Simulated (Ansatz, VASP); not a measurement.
## CaC8 in VASP and in Ansatz

Contents of INCAR:

```
SYSTEM = CaC8
PREC = Accurate
ENCUT = 600
EDIFF = 1E-7
ISMEAR = 0
SIGMA = 0.1
LREAL = .FALSE.
LASPH = .TRUE.
NELM = 80
ALGO = Normal
ISIF = 3
LWAVE = .FALSE.
LCHARG = .FALSE.
GGA = PE
IVDW = 12
IBRION = 2
NSW = 100
EDIFFG = -0.01
```

Contents of KPOINTS:

```
Automatic mesh
0
G
  9 9 10
  0 0 0
```

POSCAR

```
CaC8
1.0
    4.9970242763      0.0000000000      0.0000000000
   -2.4985121382      4.3275499666      0.0000000000
    0.0000000000      0.0000000000      4.3640769037
Ca C
1 8
Direct
    0.0000000000      0.0000000000      0.5000000000
    0.3357282532      0.1678641266      0.0000000000
    0.3333333333      0.6666666667      0.0000000000
    0.8321358734      0.1678641266      0.0000000000
    0.8321358734      0.6642717468      0.0000000000
    0.1678641266      0.3357282532      0.0000000000
    0.1678641266      0.8321358734      0.0000000000
    0.6666666667      0.3333333333      0.0000000000
    0.6642717468      0.8321358734      0.0000000000
```

Input for Ansatz:

```yaml
crystal:
  lattice:
    - [4.9970242763, 0.0, 0.0]
    - [-2.4985121382, 4.3275499666, 0.0]
    - [0.0, 0.0, 4.3640769037]
  atoms:
    - { symbol: Ca, position: [0.0, 0.0, 0.5] }
    - { symbol: C, position: [0.3357282532, 0.1678641266, 0.0] }
    - { symbol: C, position: [0.3333333333, 0.6666666667, 0.0] }
    - { symbol: C, position: [0.8321358734, 0.1678641266, 0.0] }
    - { symbol: C, position: [0.8321358734, 0.6642717468, 0.0] }
    - { symbol: C, position: [0.1678641266, 0.3357282532, 0.0] }
    - { symbol: C, position: [0.1678641266, 0.8321358734, 0.0] }
    - { symbol: C, position: [0.6666666667, 0.3333333333, 0.0] }
    - { symbol: C, position: [0.6642717468, 0.8321358734, 0.0] }
basis:
  ecutwfc: 420
kpoints:
  mp_grid: { grid: [9, 9, 10] }
hamiltonian:
  xc: pbe
  dispersion: d3bj
scf:
  occupations: { method: gaussian, width: 0.1 }
output:
  forces: true
  stress: true
  eigenvalues: true
  write_density: true
  write_potential: true
  elf: true
  volumetric_format: npy
relax:
  adjacent_minimum: "off"
  f_tol: 0.01
  max_steps: 80
  cell: { stress_tol: 0.05 }
```

Alike in both runs: task relaxation of cell and atoms; functional PBE; dispersion D3(BJ); k mesh 9 × 9 × 10; occupations gaussian, width 0.1 eV; no spin polarisation.

|  | VASP | Ansatz |
| --- | --- | --- |
| version | VASP 6.6.1 | Ansatz 0.2.0 |
| potentials or method | VASP PAW PBE potentials, release 64 (Ca_sv, C), cutoff 600 eV | scalar-relativistic, plane waves, PAW |
| valence electrons in the cell | 42 | 42 |

Ansatz gave:

```
gap on the k mesh at the Fermi level, each at its own relaxed structure (eV)  : none
relaxed volume (Å³/atom)                                                      : 10.50
relaxed length of the cell vector where the two differ most in proportion (Å) : 4.368
```

Problem. What did VASP give for the same quantities?

Solution. gap on the k mesh at the Fermi level, each at its own relaxed structure (eV): none; relaxed volume (Å³/atom): 10.49; relaxed length of the cell vector where the two differ most in proportion (Å): 4.364.

A gap of «none» marks a metal or a gap that the smearing closes.
